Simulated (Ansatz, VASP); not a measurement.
## SiO2 in VASP and in Ansatz

```
CELL_PARAMETERS angstrom
-2.32559 2.32559 3.66757
2.32559 -2.32559 3.66757
2.32559 2.32559 -3.66757
ATOMIC_POSITIONS crystal
Si 0.00000 0.00000 0.00000
Si 0.75000 0.25000 0.50000
O 0.99838 0.62500 0.87338
O 0.37500 0.24838 0.37338
O 0.75162 0.12500 0.12662
O 0.87500 0.00162 0.62662
```

Change from the starting cell: volume scaled by 0.94, PAW files.

Alike in both runs: task electric field gradients; functional PBE; k mesh 7 × 7 × 7; occupations fermi-dirac, width 0.03 eV; no spin polarisation.

|  | VASP | Ansatz |
| --- | --- | --- |
| version | VASP 6.6.1 | Ansatz 0.2.0 |
| potentials or method | VASP PAW PBE potentials, release 64 (Si, O) | PAW with Ansatz's default frozen-core files, scalar-relativistic |
| plane-wave cutoff (eV) | 520 | 420 |
| valence electrons in the cell | 32 | 32 |

```tsv
	VASP	Ansatz	Ansatz less VASP
gap on the k mesh at the Fermi level (eV)	6.45	6.44	-0.002
pressure (GPa)	16.0	15.8	-0.25
traceless stress, the component that is largest in VASP (GPa)	-1.01	-1.07	-0.066
rms of the force components (eV/Å)	0.477	0.474	-0.0023
size of Vzz on the site where it differs most (V/Å²)	75.3	79.7	+4.37
```

Atom by atom the forces differ by 0.002 eV/Å (rms over components). With one functional, cell and mesh, what is left measures potentials, basis and numerics.
